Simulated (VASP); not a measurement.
# Mo: single point with PBE

The system is Mo.

```
Mo
1.0
    -1.51430    1.51430    1.51430
     1.51430   -1.51430    1.51430
     1.51430    1.51430   -1.51430
Mo
1
Cartesian
  0.0000 0.0000 0.0000
```

This cell differs from its parent crystal: volume scaled by 0.88.

```json
{
 "Program": "VASP 6.6.1",
 "Task": "single point",
 "Functional": "PBE",
 "Potentials or basis": "VASP PAW PBE potentials, release 64 (Mo_sv)",
 "Cutoff": "520 eV",
 "k mesh": "18 × 18 × 18",
 "Occupations": "gaussian, width 0.1 eV",
 "Spin": "no spin polarisation"
}
```

| Item | Value |
| --- | --- |
| Pressure | 44.6 GPa |
| Band gap on the k mesh | zero (band 7 reaches 19.28 eV, above the bottom of band 8 at 12.97 eV) |

Levels at points of the mesh, in eV from the Fermi level:
| k point | band 3 | band 4 | band 5 | band 6 | band 7 | band 8 | band 9 | band 10 | band 11 | band 12 |
| --- | --- | --- | --- | --- | --- | --- | --- | --- | --- | --- |
| (0.00, 0.00, 0.00) | -34.32 | -34.32 | -7.62 | -1.66 | -1.66 | -1.66 | 1.83 | 1.83 | 14.93 | 14.93 |
| (0.50, 0.00, 0.00) | -34.95 | -34.34 | -6.12 | -4.06 | 1.94 | 2.12 | 2.67 | 5.58 | 12.14 | 13.57 |
| (0.50, 0.50, 0.50) | -35.68 | -35.68 | -6.47 | -6.47 | 4.65 | 4.65 | 4.65 | 10.01 | 10.01 | 10.01 |

Run time: 14 s on 1 thread of Intel(R) Xeon(R) Platinum 8488C (Sapphire Rapids) (shared host), peak memory 0.15 GiB.
